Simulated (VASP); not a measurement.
MoS2, 3 atoms in the cell. The structure is trigonal, space group R3m (No. 160). The conventional cell has a = 3.160 Å, b = 3.160 Å, c = 18.450 Å, α = 90.00°, β = 90.00°, γ = 120.00°. Within 3.2 Å of Mo (site symmetry 3m) lie 6 S at 2.39 Å and 6 Mo at 3.16 Å. S (site symmetry 3m) has 3 Mo at 2.39 Å and 7 S at 3.08 to 3.16 Å within 3.2 Å. S (site symmetry 3m) has 3 Mo at 2.39 Å and 7 S at 3.08 to 3.16 Å within 3.2 Å. 

* Program: VASP 6.6.1
* Task: single point
* Functional: PBE
* Potentials or basis: VASP PAW PBE potentials, release 64 (Mo_sv, S)
* Cutoff: 500 eV
* k mesh: 9 × 9 × 9
* Occupations: fermi-dirac, width 0.1 eV
* Spin: non-collinear spin, zero start, spin-orbit coupling
* Starting moments: [[0.0, 0.0, 0.0], [0.0, 0.0, 0.0], [0.0, 0.0, 0.0]] μB
* Dipole correction: no
* Further INCAR settings: ALGO = Normal; EDIFF = 1e-06; NBANDS = 39

Potentials or basis: VASP PAW PBE potentials, release 64 (Mo_sv, S).

Command:

```sh
$ cat potpaw_PBE.64/Mo_sv/POTCAR potpaw_PBE.64/S/POTCAR > POTCAR
$ mpirun -np 1 vasp_ncl > vasp.out
```

Hardware: 1 thread of Intel(R) Xeon(R) Platinum 8259CL CPU @ 2.50GHz (Skylake/Cascade Lake), on a shared host.

Task: Estimate the wall time of this run.

Result: It took 42 min on 1 thread of Intel(R) Xeon(R) Platinum 8259CL CPU @ 2.50GHz (Skylake/Cascade Lake) (shared host), peak memory 0.99 GiB. Counts: scf iterations 15, k points 165.
